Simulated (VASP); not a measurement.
Set up this calculation in VASP 6.6.1, as the native input.

| Property | Result |
| --- | --- |
| Task | single point |
| Functional | PBE |
| Potentials or basis | VASP PAW PBE potentials, release 64 (In_d, Sb) |
| Cutoff | 520 eV |
| k mesh | 12 × 12 × 12 |
| Occupations | gaussian, width 0.15 eV |
| Spin | no spin polarisation |
| Dipole correction | no |
| Further INCAR settings | ALGO = Normal; EDIFF = 1e-06; NBANDS = 16 |

The structure of InSb lies in POSCAR:

```
InSb
1.0
    0.0000000000      3.2391000000      3.3038820000
    3.2391000000      0.0000000000      3.3038820000
    3.2391000000      3.2391000000      0.0000000000
In Sb
1 1
Direct
    0.0000000000      0.0000000000      0.0000000000
    0.7500000000      0.7500000000      0.7500000000
```

This cell differs from its parent crystal: strain +0.0200 x Voigt [0, 0, 1, 0, 0, 0].

One way to write it, as run:

INCAR

```
SYSTEM = InSb
ALGO = Normal
EDIFF = 1E-6
ENCUT = 520
GGA = PE
ISIF = 2
ISMEAR = 0
LASPH = .TRUE.
LCHARG = .TRUE.
LELF = .TRUE.
LREAL = .FALSE.
LVHAR = .TRUE.
LWAVE = .FALSE.
NBANDS = 16
NELM = 100
PREC = Accurate
SIGMA = 0.15
```

KPOINTS

```
k-points
0
G
  12 12 12
  0 0 0
```

Potentials or basis: VASP PAW PBE potentials, release 64 (In_d, Sb).

Launch:

```bash
$ cat potpaw_PBE.64/In_d/POTCAR potpaw_PBE.64/Sb/POTCAR > POTCAR
$ mpirun -np 1 vasp_std > vasp.out
```

Results of the run:

```
Pressure               : 2.1 GPa
Band gap on the k mesh : zero (filled and empty bands touch)
```

Caveat: the cell differs from its parent crystal (strain +0.0200 x Voigt [0, 0, 1, 0, 0, 0]); spin-orbit coupling is left out, which moves the levels of the heavy elements.

Wall time 110 s on 1 thread of AMD EPYC 9R45 96-Core Processor (Zen 5) (shared host), peak memory 0.31 GiB.
